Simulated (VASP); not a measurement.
Input of a VASP 6.6.1 run:

The input INCAR:

```
PREC     = Accurate       # precision mode
ENCUT    = 520            # plane-wave cutoff, eV
EDIFF    = 1E-6           # SCF threshold, eV
ISMEAR   = -1             # smearing method
SIGMA    = 0.05           # smearing width, eV
LREAL    = F              # projectors in reciprocal space
LASPH    = T              # aspherical terms in the spheres
NELM     = 60             # most SCF steps
ALGO     = Normal         # electronic algorithm
ISIF     = 2              # what is computed and relaxed
LWAVE    = F              # write WAVECAR
LCHARG   = F              # write CHGCAR
GGA      = PE             # functional
NBANDS   = 17             # bands
```

KPOINTS

```
Automatic mesh
0
Gamma
  8 8 8
```

POSCAR

```
PbS
1.0
    0.0000000000      2.9052075019      2.9052075019
    2.9052075019      0.0000000000      2.9052075019
    2.9052075019      2.9052075019      0.0000000000
Pb S
1 1
Direct
    0.0000000000      0.0000000000      0.0000000000
    0.5000000000      0.5000000000      0.5000000000
```

Potentials or basis: VASP PAW PBE potentials, release 64 (Pb_d, S).

Command:

```sh
$ cat potpaw_PBE.64/Pb_d/POTCAR potpaw_PBE.64/S/POTCAR > POTCAR
$ mpirun -np 1 vasp_std > vasp.out
```

(1) Estimate the band gap on the k mesh.

(2) Predict the pressure.

Results:

(1) 0.11 eV, direct.

(2) 6.5 GPa.

Caveat: spin-orbit coupling is left out, which moves the levels of the heavy elements.
